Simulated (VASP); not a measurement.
Here is a VASP 6.6.1 calculation.

File INCAR:

```
  AGGAC = 1.0
  AGGAX = 1.0
  ALDAC = 0.0
  ALDAX = 1.0
  ALGO = Normal
  EDIFF = 1E-6
  ENCUT = 500
  GGA = B5
  GGA_COMPAT = False
  ISIF = 2
  ISMEAR = -1
  LASPH = True
  LCHARG = False
  LREAL = False
  LWAVE = False
  NBANDS = 14
  NELM = 120
  PREC = Accurate
  SIGMA = 0.1
```

The input KPOINTS:

```
k-points
0
Gamma
  14 14 14
```

POSCAR

```
Os
1.0
   -1.5700430959      1.5700430959      1.5700430959
    1.5700430959     -1.5700430959      1.5700430959
    1.5700430959      1.5700430959     -1.5700430959
Os
1
Direct
    0.0000000000      0.0000000000      0.0000000000
```

Potentials or basis: VASP PAW PBE potentials, release 64 (Os_sv_GW).

The run is started by

```console
$ cat potpaw_PBE.64/Os_sv_GW/POTCAR > POTCAR
$ mpirun -np 1 vasp_std > vasp.out
```

(1) Predict the band gap on the k mesh.

(2) Estimate the pressure.

## Answers

(1) zero (band 8 reaches 14.92 eV, above the bottom of band 9 at 11.02 eV).

(2) -1.0 GPa.

Caveat: the PAW data sets were made with another functional, which shifts forces and pressure a little; spin-orbit coupling is left out, which moves the levels of the heavy elements.
